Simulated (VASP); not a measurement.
Here is a VASP 6.6.1 calculation.

Contents of INCAR:

```
SYSTEM = Sb
PREC     = Accurate       ! precision mode
ENCUT    = 520            ! plane-wave cutoff, eV
EDIFF    = 1E-6           ! SCF threshold, eV
ISMEAR   = 1              ! smearing method
SIGMA    = 0.2            ! smearing width, eV
LREAL    = .False.        ! projectors in reciprocal space
LASPH    = .True.         ! aspherical terms in the spheres
NELM     = 80             ! most SCF steps
ALGO     = Normal         ! electronic algorithm
ISIF     = 2              ! what is computed and relaxed
LWAVE    = .False.        ! write WAVECAR
LCHARG   = .False.        ! write CHGCAR
GGA      = PE             ! functional
NBANDS   = 12             ! bands
```

File KPOINTS:

```
Automatic mesh
0
Gamma
  12 12 7
  0 0 0
```

The input POSCAR:

```
Sb
1.0
    3.3690001795      0.0000000000      0.0000000000
   -1.6845000898      2.9176397408      0.0000000000
    0.0000000000      0.0000000000      5.3300000000
Sb
2
Direct
    0.3333333333      0.6666666667      0.2500000000
    0.6666666667      0.3333333333      0.7500000000
```

Potentials or basis: VASP PAW PBE potentials, release 64 (Sb).

The run is started by

```sh
$ cat potpaw_PBE.64/Sb/POTCAR > POTCAR
$ mpirun -np 1 vasp_std > vasp.out
```

(1) Predict the pressure.

(2) Estimate the band gap on the k mesh.

## Answers

(1) 2.9 GPa.

(2) zero (band 5 reaches 12.92 eV, above the bottom of band 6 at 5.95 eV).

Caveat: spin-orbit coupling is left out, which moves the levels of the heavy elements.
